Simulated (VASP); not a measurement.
# Mo (P6_3/mmc) in VASP: notebook, part 2 of 2

VASP 6.6.1.

### Step 3. Relaxation of cell and atoms, PBEsol

This run uses another cell than the first one, of 15.47 Å³/atom, 0.993 times its volume.

The input, INCAR:

```
SYSTEM = Mo
  PREC = Accurate
  ENCUT = 600
  EDIFF = 1E-6
  ISMEAR = 0
  SIGMA = 0.1
  LREAL = .FALSE.
  LASPH = .TRUE.
  NELM = 60
  ALGO = Normal
  ISIF = 3
  LWAVE = .FALSE.
  LCHARG = .FALSE.
  GGA = PS
  IBRION = 2
  NSW = 90
  EDIFFG = -0.04
```

The input, KPOINTS:

```
regular mesh
0
G
  9 9 4
  0 0 0
```

The input, POSCAR:

```
Mo
1.0
    2.8452125214      0.0000000000      0.0000000000
   -1.4226062607      2.4640263227      0.0000000000
    0.0000000000      0.0000000000      4.4131735842
Mo
2
Direct
    0.3333333333      0.6666666667      0.2500000000
    0.6666666667      0.3333333333      0.7500000000
```

Potentials or basis: VASP PAW PBE potentials, release 64 (Mo_sv).

Launch:

```sh
$ cat potpaw_PBE.64/Mo_sv/POTCAR > POTCAR
$ mpirun -np 1 vasp_std > vasp.out
```

OUTCAR:

```text
SYSTEM = Mo
   PREC = Accurate
   ENCUT = 600
   EDIFF = 1E-6
   ISMEAR = 0
   LREAL = .FALSE.
   LASPH = .TRUE.
   NELM = 60
   ISIF = 3
   GGA = PS
   IBRION = 2
   NSW = 90
   EDIFFG = -0.04

 ion  position               nearest neighbor table
   1  0.333  0.667  0.250-   2 2.75   2 2.75   2 2.75   2 2.75   2 2.75   2 2.75
   2  0.667  0.333  0.750-   1 2.75   1 2.75   1 2.75   1 2.75   1 2.75   1 2.75

  LATTYP: Found a hexagonal cell.
 ALAT       =     2.8452125214
 C/A-ratio  =     1.5510875026

  Lattice vectors:

 A1 = (   2.8452125214,   0.0000000000,   0.0000000000)
 A2 = (  -1.4226062607,   2.4640263227,   0.0000000000)
 A3 = (   0.0000000000,   0.0000000000,   4.4131735842)

Analysis of symmetry for initial positions (statically):
=====================================================================
 Subroutine PRICEL returns:
 Original cell was already a primitive cell.

 Routine SETGRP: Setting up the symmetry group for a
 hexagonal supercell.

 Subroutine GETGRP returns: Found 24 space group operations
 (whereof 12 operations were pure point group operations)
 out of a pool of 24 trial point group operations.

The static configuration has the point symmetry D_3d.
 The point group associated with its full space group is D_6h.

Analysis of symmetry for dynamics (positions and initial velocities):
=====================================================================
 Subroutine PRICEL returns:
 Original cell was already a primitive cell.

 Routine SETGRP: Setting up the symmetry group for a
 hexagonal supercell.

 Subroutine GETGRP returns: Found 24 space group operations
 (whereof 12 operations were pure point group operations)
 out of a pool of 24 trial point group operations.

The dynamic configuration has the point symmetry D_3d.
 The point group associated with its full space group is D_6h.

 Subroutine INISYM returns: Found 24 space group operations
 (whereof 12 operations are pure point group operations),
 and found     1 'primitive' translations

----------------------------------------------------------------------------------------

                                     Primitive cell

  volume of cell :      30.9393

  direct lattice vectors                    reciprocal lattice vectors
     2.845212521  0.000000000  0.000000000     0.351467594  0.202919910  0.000000000
    -1.422606261  2.464026323  0.000000000     0.000000000  0.405839820  0.000000000
     0.000000000  0.000000000  4.413173584     0.000000000  0.000000000  0.226594305

  length of vectors
     2.845212521  2.845212521  4.413173584     0.405839820  0.405839820  0.226594305

  position of ions in fractional coordinates (direct lattice)
     0.333333333  0.666666667  0.250000000
     0.666666667  0.333333333  0.750000000

  ion indices of the primitive-cell ions
   primitive index   ion index
                 1           1
                 2           2

----------------------------------------------------------------------------------------

 KPOINTS: regular mesh

Automatic generation of k-mesh.
 Grid dimensions read from file:
[... 59 lines left out ...]
   ISPIN  =      1    spin polarized calculation?
   LNONCOLLINEAR =      F non collinear calculations
   LSORBIT =      F    spin-orbit coupling
   LASPH  =      T    aspherical Exc in radial PAW
   ENCUT  =  600.0 eV  44.10 Ry    6.64 a.u.   5.68  5.68  8.81*2*pi/ulx,y,z
   NELM   =     60;   NELMIN=  2; NELMDL= -5     # of ELM steps
   EDIFF  = 0.1E-05   stopping-criterion for ELM
   LREAL  =      F    real-space projection
   EDIFFG = -.4E-01   stopping-criterion for IOM
   NSW    =     90    number of steps for IOM
   IBRION =      2    ionic relax: 0-MD 1-quasi-New 2-CG
   NFREE  =      1    steps in history (QN), initial steepest desc. (CG)
   ISIF   =      3    stress and relaxation
   ISYM   =      2    0-nonsym 1-usesym 2-fastsym
   POTIM  = 0.5000    time-step for ionic-motion
   TEBEG  =    0.0;   TEEND  =   0.0 temperature during run
   PSTRESS=    0.0 pullay stress
   NELECT =      28.0000    total number of electrons
   NUPDOWN=      -1.0000    fix difference up-down
   EMIN   =  10.00;   EMAX   =-10.00  energy-range for DOS
   EFERMI =   0.00;   METHOD = LEGACY
   ISMEAR =     0;   SIGMA  =   0.10  broadening in eV -4-tet -1-fermi 0-gaus
   EFERMI_NEDOS =   21; number of points for ismear=-14 and -15
   IALGO  =     38    algorithm
   IMIX   =      4    mixing-type and parameters
     AMIX     =   0.40;   BMIX     =  1.00
     AMIX_MAG =   1.60;   BMIX_MAG =  1.00
  volume/ion in A,a.u.               =      15.47       104.39
  Fermi-wavevector in a.u.,A,eV,Ry     =   1.583521  2.992421 34.117135  2.507539
  Thomas-Fermi vector in A             =   2.683279
   LORBIT       =      0    0 simple, 1 ext, 2 COOP (PROOUT), +10 PAW based schemes
   GGA     = PS    functional components
   LHFCALC =     F    Hartree Fock is set to
   AEXX    =    0.0000 exact exchange contribution
   IVDW    =     0    specifies the selected vdW correction
   LEPSILON=     F    determine dielectric tensor
   LRPA    =     F    only Hartree local field effects (RPA)
 conjugate gradient relaxation of ions
 non-spin polarized calculation
 Gauss-broadening in eV      SIGMA  =   0.10
  energy-cutoff  :      600.00
  volume of cell :       30.94
 maximum number of plane-waves:      1049
 NGX is ok and might be reduce to    24
   NGX = 11   NGY = 11   NGZ = 17

--------------------------------------- Ionic step        1  -------------------------------------------

 number of electron      28.0000000 magnetization

 Free energy of the ion-electron system (eV)
  ---------------------------------------------------
  ext. energy  EPLUGINS =         0.00000000
  ---------------------------------------------------
  free energy    TOTEN  =       -22.58321321 eV

  energy without entropy =      -22.56312669  energy(sigma->0) =      -22.57316995

------------------------ aborting loop because EDIFF is reached ----------------------------------------

  FORCE on cell =-STRESS in cart. coord.  units (eV):
  Direction    XX          YY          ZZ          XY          YZ          ZX
  --------------------------------------------------------------------------------------
  -------------------------------------------------------------------------------------
  Total        0.1200386      0.1200386      0.2707872     -0.0000000     -0.0000000      0.0000000
  in kB        6.2161348      6.2161348     14.0225688     -0.0000000     -0.0000000      0.0000000
  external PRESSURE =       8.8182794 kB  Pullay stress =       0.0000000 kB
[... 89 lines left out ...]
  FREE ENERGIE OF THE ION-ELECTRON SYSTEM (eV)
  ---------------------------------------------------
  free  energy   TOTEN  =       -22.5836227165 eV

  energy  without entropy=      -22.5636807361  energy(sigma->0) =      -22.57365173

[... ionic steps 4 to 9 ...]

--------------------------------------- Ionic step       10  -------------------------------------------

 number of electron      28.0000003 magnetization

------------------------ aborting loop because EDIFF is reached ----------------------------------------
[... 67 lines left out ...]
--------------------------------------- Ionic step       12  -------------------------------------------

 number of electron      28.0000004 magnetization

 Free energy of the ion-electron system (eV)
  ---------------------------------------------------
  ext. energy  EPLUGINS =         0.00000000
  ---------------------------------------------------
  free energy    TOTEN  =       -22.68161227 eV

  energy without entropy =      -22.66759085  energy(sigma->0) =      -22.67460156

 E-fermi :  12.2132     XC(G=0): -13.5092

 val. band max:       12.2086761336   @ k =   0.4444   0.0000   0.2500
 cond. band min:      12.2239937556   @ k =   0.1111   0.0000   0.2500
 fundamental gap:      0.0153176220
 Fermi energy:        12.2132110543

 k-point     1 :       0.0000    0.0000    0.0000
  band No.  band energies     occupation
      1     -48.5766      2.00000
      2     -48.3969      2.00000
      3     -23.2242      2.00000
      4     -22.0535      2.00000
      5     -21.8887      2.00000
      6     -21.8887      2.00000
[... 481 lines left out ...]
      5     -22.8945      2.00000
      6     -22.6916      2.00000
[... 10 lines left out ...]
     17      15.3376      0.00000
     18      15.3376      0.00000

 [... further k-points ...]

------------------------ aborting loop because EDIFF is reached ----------------------------------------

  FORCE on cell =-STRESS in cart. coord.  units (eV):
  Direction    XX          YY          ZZ          XY          YZ          ZX
  --------------------------------------------------------------------------------------
  -------------------------------------------------------------------------------------
  Total       -0.0357175     -0.0357175     -0.0643208      0.0000000      0.0000000     -0.0000000
  in kB       -1.8317443     -1.8317443     -3.2986435      0.0000000      0.0000000     -0.0000000
  external PRESSURE =      -2.3207107 kB  Pullay stress =       0.0000000 kB
[... 17 lines left out ...]
  FREE ENERGIE OF THE ION-ELECTRON SYSTEM (eV)
  ---------------------------------------------------
  free  energy   TOTEN  =       -22.6816122683 eV

  energy  without entropy=      -22.6675908532  energy(sigma->0) =      -22.67460156

 reached required accuracy - stopping structural energy minimisation
```

OSZICAR:

```text
N       E                     dE             d eps       ncg     rms          rms(c)
DAV:   1     0.326985176369E+03    0.32699E+03   -0.19997E+04  1296   0.183E+03
DAV:   2    -0.145832277820E+02   -0.34157E+03   -0.33688E+03  1422   0.523E+02
[... 95 lines left out ...]
  11 F= -.22681383E+02 E0= -.22674402E+02  d E =-.204560E-03
       N       E                     dE             d eps       ncg     rms          rms(c)
DAV:   1    -0.226833310589E+02   -0.19477E-02   -0.50055E-02  1296   0.245E+00    0.391E-01
DAV:   2    -0.226817597961E+02    0.15713E-02   -0.35238E-03  1304   0.583E-01    0.809E-02
DAV:   3    -0.226816026208E+02    0.15718E-03   -0.60877E-04  1486   0.222E-01    0.636E-02
DAV:   4    -0.226816124675E+02   -0.98467E-05   -0.16123E-05  1412   0.356E-02    0.691E-03
DAV:   5    -0.226816122683E+02    0.19919E-06   -0.70279E-06  1398   0.247E-02
  12 F= -.22681612E+02 E0= -.22674602E+02  d E =-.229452E-03
```

Wall time 55 s (1 thread of Intel Xeon 6975P-C (Granite Rapids), shared host); peak memory 0.16 GiB.

What came out:

| Item | Value |
| --- | --- |
| Free energy | -22.6816 eV |
| Relaxed volume | 15.62 Å³/atom |
| Relaxed cell | a = 2.730 Å, b = 2.730 Å, c = 4.841 Å, α = 90.00°, β = 90.00°, γ = 120.00° |
| Space group after relaxing (to 0.05 Å) | P6_3/mmc (No. 194) |
| Energy gained by relaxing | 49.2 meV/atom |
| Ionic steps | 12 |
| Pressure after relaxing | -0.2 GPa |
| Band gap on the k mesh | zero (band 14 reaches 13.45 eV, above the bottom of band 15 at 11.51 eV) |

The path:
```csv
step,energy change (eV),largest force (eV/Å),pressure (GPa),volume (Å³)
1,0.0000,0.0000,0.88,30.94
2,0.0012,0.0000,-2.26,31.32
3,-0.0004,0.0000,-0.19,31.07
4,-0.0011,0.0000,-0.34,31.08
5,-0.0043,0.0000,-0.78,31.13
6,-0.0156,0.0000,-1.42,31.20
7,-0.0795,0.0000,-1.34,31.31
8,0.0107,0.0000,1.95,31.34
9,-0.0980,0.0000,-1.09,31.34
10,-0.0978,0.0000,-0.05,31.23
11,-0.0982,0.0000,-0.67,31.30
12,-0.0984,0.0000,-0.23,31.24
```

Final structure:
```xyz
2
Lattice="2.7298 0.0000 0.0000 -1.3649 2.3641 0.0000 0.0000 0.0000 4.8410" Properties=species:S:1:pos:R:3 pbc="T T T"
Mo    0.0000    1.5761    1.2102
Mo    1.3649    0.7880    3.6307
```

Caveat: the PAW data sets were made with another functional, which shifts forces and pressure a little.

### Step 4. Single point, PBEsol

This run uses another cell than the first one, of 15.62 Å³/atom, 1.003 times its volume.

The input, INCAR:

```
SYSTEM = Mo
PREC = Accurate
ENCUT = 520
EDIFF = 1E-6
ISMEAR = 0
SIGMA = 0.1
LREAL = .False.
LASPH = .True.
NELM = 60
ALGO = Fast
ISIF = 2
LWAVE = .False.
LCHARG = .False.
GGA = PS
NBANDS = 21
```

The input, KPOINTS:

```
Automatic mesh
0
Gamma
  18 18 10
  0 0 0
```

The input, POSCAR:

```
Mo
1.0
    2.7300150696      0.0000000000      0.0000000000
   -1.3650075348      2.3642624030      0.0000000000
    0.0000000000      0.0000000000      4.8393852477
Mo
2
Direct
    0.3333333333      0.6666666667      0.2500000000
    0.6666666667      0.3333333333      0.7500000000
```

Launch:

```sh
$ cat potpaw_PBE.64/Mo_sv/POTCAR > POTCAR
$ mpirun -np 1 vasp_std > vasp.out
```

It took 43 s on 1 thread of Intel Xeon 6975P-C (Granite Rapids), shared host; peak memory 0.22 GiB.

It converged, with:

| Quantity | Value |
| --- | --- |
| Free energy | -22.6651 eV |
| Pressure | 0.5 GPa |
| Band gap on the k mesh | zero (band 14 reaches 13.47 eV, above the bottom of band 15 at 11.51 eV) |

Stress tensor (GPa, compression positive):
```
0.56 0.00 0.00
0.00 0.56 0.00
0.00 0.00 0.41
```

Levels at points of the mesh, in eV from the Fermi level:
```csv
k point,band 12,band 13,band 14,band 15,band 16,band 17
"(0.00, 0.00, 0.00)",-0.70,-0.70,-0.17,-0.17,0.68,1.47
"(0.50, 0.00, 0.00)",-1.23,-0.46,-0.32,-0.20,3.83,4.64
"(0.00, 0.00, 0.50)",-1.95,-0.66,-0.66,-0.66,-0.66,2.81
"(0.50, 0.00, 0.50)",-3.44,1.25,1.25,1.85,1.85,4.79
```

Caveat: the PAW data sets were made with another functional, which shifts forces and pressure a little.

### Step 5. Summary

```csv
task,cell,k mesh,cutoff (eV),gap on the mesh (eV),pressure (GPa)
single point,"a = 2.728, b = 2.728, c = 4.833 Å, angles 90.0, 90.0, 120.0°, 2 atoms",9 × 9 × 4,520,none,0.6
relaxation of cell and atoms,"relaxed from a = 2.845, b = 2.845, c = 4.413 Å, angles 90.0, 90.0, 120.0°, 2 atoms",9 × 9 × 4,600,none,-0.2
single point,"a = 2.730, b = 2.730, c = 4.839 Å, angles 90.0, 90.0, 120.0°, 2 atoms",18 × 18 × 10,520,none,0.5
```

Alike in all rows: level PBEsol; potentials or basis VASP PAW PBE potentials, release 64 (Mo_sv); no spin polarisation; smearing gaussian 0.1 eV.

Caveats: the PAW data sets were made with another functional, which shifts forces and pressure a little.

Absolute energies hang on the potentials; compare differences alone.
